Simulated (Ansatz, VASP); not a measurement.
Two plane-wave programs on Ti8Al24O

INCAR

```
ALGO = Normal ; EDIFF = 1E-6
ENCUT = 520 ; GGA = PE
ISIF = 2 ; ISMEAR = 1
LASPH = True ; LCHARG = False
LREAL = Auto ; LWAVE = False
NBANDS = 109 ; NELM = 80
PREC = Accurate ; SIGMA = 0.1
```

The input KPOINTS:

```
k-points
0
Gamma
  3 3 3
```

POSCAR

```
Ti8Al24O
1.0
    7.6895028900      0.0000000000      0.0000000000
    0.0000000000      7.6895028900      0.0000000000
    0.0000000000      0.0000000000      8.6237151300
Ti Al O
8 24 1
Direct
   -0.0015041200     -0.0050758200     -0.0034511600
    0.2505028800      0.2483477700      0.4978807800
    0.0089510800      0.5018399900      0.0001133500
    0.2500283000      0.7512740500      0.4982758000
    0.5074316400      0.0063509800     -0.0039425800
    0.7511816400      0.2506781000      0.4986921700
    0.5063273200      0.4905031500     -0.0074358800
    0.7484226300      0.7500270500      0.4992442100
   -0.0022942900      0.0012452300      0.4961500200
    0.2486537900      0.2384192800     -0.0094178500
   -0.0005170100      0.2449153400      0.2466993100
    0.2512539600      0.0044499600      0.7401330900
   -0.0012545800      0.2489953400      0.7476823300
    0.2499520100     -0.0046574200      0.2451885300
   -0.0051236200      0.5011483100      0.5080912900
    0.2555207900      0.7682363700     -0.0257808400
   -0.0086084300      0.7541056700      0.2539438500
    0.2523918500      0.4972961500      0.7431845800
    0.0025253700      0.7518633600      0.7466683600
    0.2300746900      0.4918961400      0.2812444900
    0.5021625000      0.0013934100      0.4971054100
    0.7588425500      0.2483880200     -0.0022629200
    0.5011544800      0.2465877300      0.2484564400
    0.7515106000     -0.0015873000      0.7468899100
    0.5054277000      0.2487526800      0.7448287500
    0.7497819800      0.0015986600      0.2494607300
    0.5019321400      0.4989927900      0.4962818600
    0.7494543300      0.7476332400     -0.0000863800
    0.4996854800      0.7536287500      0.2474008100
    0.7534477100      0.5019710600      0.7488190900
    0.5022900100      0.7508907800      0.7456822800
    0.7498106800      0.4977712000      0.2487485900
    0.3049460000      0.5933883200      0.1082650000
```

Input for Ansatz:

```yaml
crystal:
  lattice:
    - [7.68950289, 0.0, 0.0]
    - [0.0, 7.68950289, 0.0]
    - [0.0, 0.0, 8.62371513]
  atoms:
    - { symbol: Ti, position: [-0.00150412, -0.00507582, -0.00345116] }
    - { symbol: Ti, position: [0.25050288, 0.24834777, 0.49788078] }
    - { symbol: Al, position: [-0.00229429, 0.00124523, 0.49615002] }
    - { symbol: Al, position: [0.24865379, 0.23841928, -0.00941785] }
    - { symbol: Al, position: [-0.00051701, 0.24491534, 0.24669931] }
    - { symbol: Al, position: [0.25125396, 0.00444996, 0.74013309] }
    - { symbol: Al, position: [-0.00125458, 0.24899534, 0.74768233] }
    - { symbol: Al, position: [0.24995201, -0.00465742, 0.24518853] }
    - { symbol: Ti, position: [0.00895108, 0.50183999, 0.00011335] }
    - { symbol: Ti, position: [0.2500283, 0.75127405, 0.4982758] }
    - { symbol: Al, position: [-0.00512362, 0.50114831, 0.50809129] }
    - { symbol: Al, position: [0.25552079, 0.76823637, -0.02578084] }
    - { symbol: Al, position: [-0.00860843, 0.75410567, 0.25394385] }
    - { symbol: Al, position: [0.25239185, 0.49729615, 0.74318458] }
    - { symbol: Al, position: [0.00252537, 0.75186336, 0.74666836] }
    - { symbol: Al, position: [0.23007469, 0.49189614, 0.28124449] }
    - { symbol: Ti, position: [0.50743164, 0.00635098, -0.00394258] }
    - { symbol: Ti, position: [0.75118164, 0.2506781, 0.49869217] }
    - { symbol: Al, position: [0.5021625, 0.00139341, 0.49710541] }
    - { symbol: Al, position: [0.75884255, 0.24838802, -0.00226292] }
    - { symbol: Al, position: [0.50115448, 0.24658773, 0.24845644] }
    - { symbol: Al, position: [0.7515106, -0.0015873, 0.74688991] }
    - { symbol: Al, position: [0.5054277, 0.24875268, 0.74482875] }
    - { symbol: Al, position: [0.74978198, 0.00159866, 0.24946073] }
    - { symbol: Ti, position: [0.50632732, 0.49050315, -0.00743588] }
    - { symbol: Ti, position: [0.74842263, 0.75002705, 0.49924421] }
    - { symbol: Al, position: [0.50193214, 0.49899279, 0.49628186] }
    - { symbol: Al, position: [0.74945433, 0.74763324, -8.638e-05] }
    - { symbol: Al, position: [0.49968548, 0.75362875, 0.24740081] }
    - { symbol: Al, position: [0.75344771, 0.50197106, 0.74881909] }
    - { symbol: Al, position: [0.50229001, 0.75089078, 0.74568228] }
    - { symbol: Al, position: [0.74981068, 0.4977712, 0.24874859] }
    - { symbol: O, position: [0.304946, 0.59338832, 0.108265] }
basis:
  ecutwfc: 420
  xc_grid: 2
hamiltonian:
  xc: pbe
  pseudopotentials: { kind: paw, azcp: { folder: soft_1 } }
kpoints:
  mp_grid: { grid: [3, 3, 3] }
scf:
  occupations: { method: methfessel_paxton, width: 0.1 }
  max_iter: 160
output:
  forces: true
  eigenvalues: true
checkpoint:
  write: "../q0.top.mesh.run"
  compress: false
  write_wavefunctions: false
  write_every: 100000
```

Alike in both runs: task single point; functional PBE; k mesh 3 × 3 × 3; occupations methfessel-paxton of order 1, width 0.1 eV; no spin polarisation.

```csv
,VASP,Ansatz
version,VASP 6.6.1,Ansatz 0.2.0
potentials or method,"VASP PAW PBE potentials, release 64 (Ti_sv, Al, O), cutoff 520 eV",plane-wave PAW DFT
valence electrons in the cell,174,174
```

```csv
,VASP,Ansatz,Ansatz less VASP
rms of the force components (eV/Å),0.026,0.026,-0.0005
```
